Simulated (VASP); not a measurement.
# Si3Mo (P4/mmm) in VASP: further runs

Si3Mo is run at these levels: PBE; tasks: single point.

All numbers are computed with VASP 6.6.1; they aren't measurements. Logs are shortened: lines on timing, memory, paths and dates and some standing lists are left out, and cuts for length are marked.

## 1. The cell of the first run

Symmetry: P4/mmm, No. 123, tetragonal system. Conventional cell: a = 4.207 Å, b = 4.207 Å, c = 3.161 Å, α = 90.00°, β = 90.00°, γ = 90.00°. Si (site symmetry 4/mmm) has 10 Si at 2.63 to 3.16 Å and 4 Mo at 2.97 Å within 3.5 Å. Si (site symmetry mmm) has 10 Si at 2.63 to 3.16 Å and 4 Mo at 2.63 Å within 3.5 Å. Mo (site symmetry 4/mmm) has 12 Si at 2.63 to 2.97 Å and 2 Mo at 3.16 Å within 3.5 Å.

## 2. Single point, PBE

File INCAR:

```
  PREC = Accurate
  ENCUT = 520
  EDIFF = 1E-7
  ISMEAR = 0
  SIGMA = 0.1
  LREAL = False
  LASPH = True
  NELM = 60
  ALGO = Normal
  ISIF = 2
  LWAVE = False
  LCHARG = False
  GGA = PE
  NBANDS = 21
```

File KPOINTS:

```
regular mesh
0
Gamma
  4 4 6
```

File POSCAR:

```
Si3Mo
1.0
    4.2066502859      0.0000000000      0.0000000000
    0.0000000000      4.2066502859      0.0000000000
    0.0000000000      0.0000000000      3.1605391746
Si Mo
3 1
Direct
    0.5000000000      0.5000000000      0.0000000000
    0.5000000000      0.0000000000      0.5000000000
    0.0000000000      0.5000000000      0.5000000000
    0.0000000000      0.0000000000      0.0000000000
```

Potentials or basis: VASP PAW PBE potentials, release 64 (Si, Mo_sv).

Run with:

```sh
> cat potpaw_PBE.64/Si/POTCAR potpaw_PBE.64/Mo_sv/POTCAR > POTCAR
> mpirun -np 1 vasp_std > vasp.out
```

OUTCAR:

```text
PREC = Accurate
   ENCUT = 520
   EDIFF = 1E-7
   ISMEAR = 0
   LREAL = False
   LASPH = True
   NELM = 60
   ISIF = 2
   GGA = PE

 ion  position               nearest neighbor table
   1  0.500  0.500  0.000-   2 2.63   3 2.63   2 2.63   3 2.63   2 2.63   2 2.63   3 2.63   3 2.63
                             4 2.97   4 2.97   4 2.97   4 2.97
   2  0.500  0.000  0.500-   1 2.63   4 2.63   1 2.63   4 2.63   1 2.63   1 2.63   4 2.63   4 2.63
                             3 2.97   3 2.97   3 2.97   3 2.97
   3  0.000  0.500  0.500-   1 2.63   4 2.63   1 2.63   4 2.63   4 2.63   4 2.63   1 2.63   1 2.63
                             2 2.97   2 2.97   2 2.97   2 2.97
   4  0.000  0.000  0.000-   2 2.63   3 2.63   2 2.63   3 2.63   3 2.63   3 2.63   2 2.63   2 2.63
                             1 2.97   1 2.97   1 2.97   1 2.97

  LATTYP: Found a simple tetragonal cell.
 ALAT       =     4.2066502859
 C/A-ratio  =     0.7513196866

  Lattice vectors:

 A1 = (   4.2066502859,   0.0000000000,   0.0000000000)
 A2 = (   0.0000000000,   4.2066502859,   0.0000000000)
 A3 = (   0.0000000000,   0.0000000000,   3.1605391746)

Analysis of symmetry for initial positions (statically):
=====================================================================
 Subroutine PRICEL returns:
 Original cell was already a primitive cell.

 Routine SETGRP: Setting up the symmetry group for a
 simple tetragonal supercell.

 Subroutine GETGRP returns: Found 16 space group operations
 (whereof 16 operations were pure point group operations)
 out of a pool of 16 trial point group operations.

The static configuration has the point symmetry D_4h.

Analysis of symmetry for dynamics (positions and initial velocities):
=====================================================================
 Subroutine PRICEL returns:
 Original cell was already a primitive cell.

 Routine SETGRP: Setting up the symmetry group for a
 simple tetragonal supercell.

 Subroutine GETGRP returns: Found 16 space group operations
 (whereof 16 operations were pure point group operations)
 out of a pool of 16 trial point group operations.

The dynamic configuration has the point symmetry D_4h.

 Subroutine INISYM returns: Found 16 space group operations
 (whereof 16 operations are pure point group operations),
 and found     1 'primitive' translations

----------------------------------------------------------------------------------------

                                     Primitive cell

  volume of cell :      55.9286

  direct lattice vectors                    reciprocal lattice vectors
     4.206650286  0.000000000  0.000000000     0.237718834  0.000000000  0.000000000
     0.000000000  4.206650286  0.000000000     0.000000000  0.237718834  0.000000000
     0.000000000  0.000000000  3.160539175     0.000000000  0.000000000  0.316401710

  length of vectors
     4.206650286  4.206650286  3.160539175     0.237718834  0.237718834  0.316401710

  position of ions in fractional coordinates (direct lattice)
     0.500000000  0.500000000  0.000000000
     0.500000000  0.000000000  0.500000000
     0.000000000  0.500000000  0.500000000
     0.000000000  0.000000000  0.000000000

  ion indices of the primitive-cell ions
   primitive index   ion index
                 1           1
                 2           2
                 3           3
                 4           4

----------------------------------------------------------------------------------------

 KPOINTS: regular mesh

Automatic generation of k-mesh.
 Grid dimensions read from file:
 generate k-points for:    4    4    6

 Generating k-lattice:

  Cartesian coordinates                     Fractional coordinates (reciprocal lattice)
     0.059429708  0.000000000  0.000000000     0.250000000  0.000000000  0.000000000
     0.000000000  0.059429708  0.000000000     0.000000000  0.250000000  0.000000000
     0.000000000  0.000000000  0.052733618     0.000000000  0.000000000  0.166666667

  Length of vectors
     0.059429708  0.059429708  0.052733618

  Shift w.r.t. Gamma in fractional coordinates (k-lattice)
     0.000000000  0.000000000  0.000000000

 Subroutine IBZKPT returns following result:
 ===========================================

 Found     24 irreducible k-points:

 Following reciprocal coordinates:
            Coordinates               Weight
  0.000000  0.000000  0.000000      1.000000
  0.250000  0.000000  0.000000      4.000000
  0.500000  0.000000  0.000000      2.000000
  0.250000  0.250000  0.000000      4.000000
  0.500000  0.250000  0.000000      4.000000
  0.500000  0.500000  0.000000      1.000000
[... 16 lines left out ...]
  0.500000  0.250000  0.500000      4.000000
  0.500000  0.500000  0.500000      1.000000
   k-points           NKPTS =     24   k-points in BZ     NKDIM =     24   number of bands    NBANDS=     21
   number of dos      NEDOS =    301   number of ions     NIONS =      4
   total plane-waves  NPLWV =  24576
   dimension x,y,z NGX =    32 NGY =   32 NGZ =   24
   dimension x,y,z NGXF=    64 NGYF=   64 NGZF=   48
   ions per type =               3   1
   NGX,Y,Z   is equivalent  to a cutoff of  12.65, 12.65, 12.62 a.u.
   NGXF,Y,Z  is equivalent  to a cutoff of  25.29, 25.29, 25.25 a.u.
 SYSTEM =  unknown system
   PREC   = accura    normal or accurate (medium, high low for compatibility)
   ISTART =      0    job   : 0-new  1-cont  2-samecut
   ICHARG =      2    charge: 1-file 2-atom 10-const
   ISPIN  =      1    spin polarized calculation?
   LNONCOLLINEAR =      F non collinear calculations
   LSORBIT =      F    spin-orbit coupling
   LASPH  =      T    aspherical Exc in radial PAW
   ENCUT  =  520.0 eV  38.22 Ry    6.18 a.u.   7.82  7.82  5.88*2*pi/ulx,y,z
   NELM   =     60;   NELMIN=  2; NELMDL= -5     # of ELM steps
   EDIFF  = 0.1E-06   stopping-criterion for ELM
   LREAL  =      F    real-space projection
   EDIFFG = 0.1E-05   stopping-criterion for IOM
   NSW    =      0    number of steps for IOM
   IBRION =     -1    ionic relax: 0-MD 1-quasi-New 2-CG
   NFREE  =      0    steps in history (QN), initial steepest desc. (CG)
   ISIF   =      2    stress and relaxation
   ISYM   =      2    0-nonsym 1-usesym 2-fastsym
   POTIM  = 0.5000    time-step for ionic-motion
   TEBEG  =    0.0;   TEEND  =   0.0 temperature during run
   PSTRESS=    0.0 pullay stress
   NELECT =      26.0000    total number of electrons
   NUPDOWN=      -1.0000    fix difference up-down
   EMIN   =  10.00;   EMAX   =-10.00  energy-range for DOS
   EFERMI =   0.00;   METHOD = LEGACY
   ISMEAR =     0;   SIGMA  =   0.10  broadening in eV -4-tet -1-fermi 0-gaus
   EFERMI_NEDOS =   21; number of points for ismear=-14 and -15
   IALGO  =     38    algorithm
   IMIX   =      4    mixing-type and parameters
     AMIX     =   0.40;   BMIX     =  1.00
     AMIX_MAG =   1.60;   BMIX_MAG =  1.00
  volume/ion in A,a.u.               =      13.98        94.36
  Fermi-wavevector in a.u.,A,eV,Ry     =   1.268201  2.396552 21.882695  1.608333
  Thomas-Fermi vector in A             =   2.401308
   LORBIT       =      0    0 simple, 1 ext, 2 COOP (PROOUT), +10 PAW based schemes
   GGA     = PE    functional components
   LHFCALC =     F    Hartree Fock is set to
   AEXX    =    0.0000 exact exchange contribution
   IVDW    =     0    specifies the selected vdW correction
   LEPSILON=     F    determine dielectric tensor
   LRPA    =     F    only Hartree local field effects (RPA)
 non-spin polarized calculation
 Gauss-broadening in eV      SIGMA  =   0.10
  energy-cutoff  :      520.00
  volume of cell :       55.93
 maximum number of plane-waves:      1532
 NGX is ok and might be reduce to    32
   NGX = 15   NGY = 15   NGZ = 11

 number of electron      26.0000002 magnetization

 Free energy of the ion-electron system (eV)
  ---------------------------------------------------
  ext. energy  EPLUGINS =         0.00000000
  ---------------------------------------------------
  free energy    TOTEN  =       -26.28381868 eV

  energy without entropy =      -26.27152394  energy(sigma->0) =      -26.27767131

 E-fermi :  11.6424     XC(G=0): -12.0116

 val. band max:       11.6294895888   @ k =   0.5000   0.0000   0.3333
 cond. band min:      11.6599101511   @ k =   0.5000   0.0000   0.3333
 fundamental gap:      0.0304205623
 Fermi energy:        11.6424242268

 k-point     1 :       0.0000    0.0000    0.0000
  band No.  band energies     occupation
      1     -49.2319      2.00000
      2     -23.3896      2.00000
      3     -23.3896      2.00000
      4     -23.2847      2.00000
      5      -2.2442      2.00000
      6       3.7986      2.00000
[... 13 lines left out ...]
     20      19.4508      0.00000
     21      19.9786      0.00000

 k-point     2 :       0.2500    0.0000    0.0000
  band No.  band energies     occupation
      1     -49.2317      2.00000
      2     -23.3993      2.00000
      3     -23.3889      2.00000
      4     -23.2843      2.00000
      5      -1.7204      2.00000
      6       2.3295      2.00000
[... 13 lines left out ...]
     20      18.2963      0.00000
     21      18.5276      0.00000

 k-point     3 :       0.5000    0.0000    0.0000
  band No.  band energies     occupation
      1     -49.2315      2.00000
      2     -23.4091      2.00000
      3     -23.3882      2.00000
      4     -23.2840      2.00000
      5      -0.6497      2.00000
      6       0.5348      2.00000
[... 13 lines left out ...]
     20      17.4710      0.00000
     21      19.8621      0.00000
[... 457 lines left out ...]
 k-point    23 :       0.5000    0.2500    0.5000
  band No.  band energies     occupation
      1     -49.2105      2.00000
      2     -23.5564      2.00000
      3     -23.3715      2.00000
      4     -23.3636      2.00000
      5       2.2866      2.00000
      6       3.3760      2.00000
[... 13 lines left out ...]
     20      17.2474      0.00000
     21      19.5946      0.00000

 k-point    24 :       0.5000    0.5000    0.5000
  band No.  band energies     occupation
      1     -49.2103      2.00000
      2     -23.5548      2.00000
      3     -23.3707      2.00000
      4     -23.3707      2.00000
      5       3.2413      2.00000
      6       3.2413      2.00000
[... 13 lines left out ...]
     20      19.1325      0.00000
     21      19.1325      0.00000

------------------------ aborting loop because EDIFF is reached ----------------------------------------

  FORCE on cell =-STRESS in cart. coord.  units (eV):
  Direction    XX          YY          ZZ          XY          YZ          ZX
  --------------------------------------------------------------------------------------
  -------------------------------------------------------------------------------------
  Total        0.0197074      0.0197074      0.0362079      0.0000000     -0.0000000      0.0000000
  in kB        0.5645532      0.5645532      1.0372428      0.0000000     -0.0000000      0.0000000
  external PRESSURE =       0.7221164 kB  Pullay stress =       0.0000000 kB

 VOLUME and BASIS-vectors are now :
 -----------------------------------------------------------------------------
  energy-cutoff  :      520.00
  volume of cell :       55.93
      direct lattice vectors                 reciprocal lattice vectors
     4.206650286  0.000000000  0.000000000     0.237718834  0.000000000  0.000000000
     0.000000000  4.206650286  0.000000000     0.000000000  0.237718834  0.000000000
     0.000000000  0.000000000  3.160539175     0.000000000  0.000000000  0.316401710

 POSITION                                       TOTAL-FORCE (eV/Angst)
 -----------------------------------------------------------------------------------
      2.10333      2.10333      0.00000         0.000000      0.000000      0.000000
      2.10333      0.00000      1.58027         0.000000      0.000000      0.000000
      0.00000      2.10333      1.58027         0.000000      0.000000      0.000000
      0.00000      0.00000      0.00000         0.000000      0.000000      0.000000
 -----------------------------------------------------------------------------------
    total drift:                               -0.000000      0.000000      0.000000

  FREE ENERGIE OF THE ION-ELECTRON SYSTEM (eV)
  ---------------------------------------------------
  free  energy   TOTEN  =       -26.2838186844 eV

  energy  without entropy=      -26.2715239368  energy(sigma->0) =      -26.27767131
```

Run time: 16 s. Hardware: 1 thread of Intel Xeon Platinum 8259CL at 2.50GHz (Skylake/Cascade Lake), shared host; peak memory 0.17 GiB.

What came out:

```
Free energy            : -26.2838 eV
Pressure               : 0.1 GPa
Band gap on the k mesh : zero (band 13 reaches 12.47 eV, above the bottom of band 14 at 10.38 eV)
```

Levels at points of the mesh, in eV from the Fermi level:
```tsv
k point	band 10	band 11	band 12	band 13	band 14	band 15	band 16	band 17
(0.00, 0.00, 0.00)	-2.00	-1.45	-0.76	-0.50	-0.50	1.52	1.52	2.76
(0.50, 0.00, 0.00)	-2.16	-2.06	-1.89	-0.37	1.92	2.01	2.31	2.96
(0.50, 0.50, 0.00)	-1.64	-1.64	-1.46	0.22	1.75	3.41	3.64	3.64
(0.00, 0.00, 0.50)	-3.76	-1.58	-1.58	-0.94	-0.56	0.75	0.87	0.87
(0.50, 0.00, 0.50)	-3.31	-2.64	-1.61	-1.02	-0.32	0.76	2.32	2.50
(0.50, 0.50, 0.50)	-5.59	-3.96	-1.12	-0.76	1.21	1.48	1.48	3.19
```

Caveat: the k points lie up to 0.37 Å⁻¹ apart.

(Part 1 of 2 ends here.)
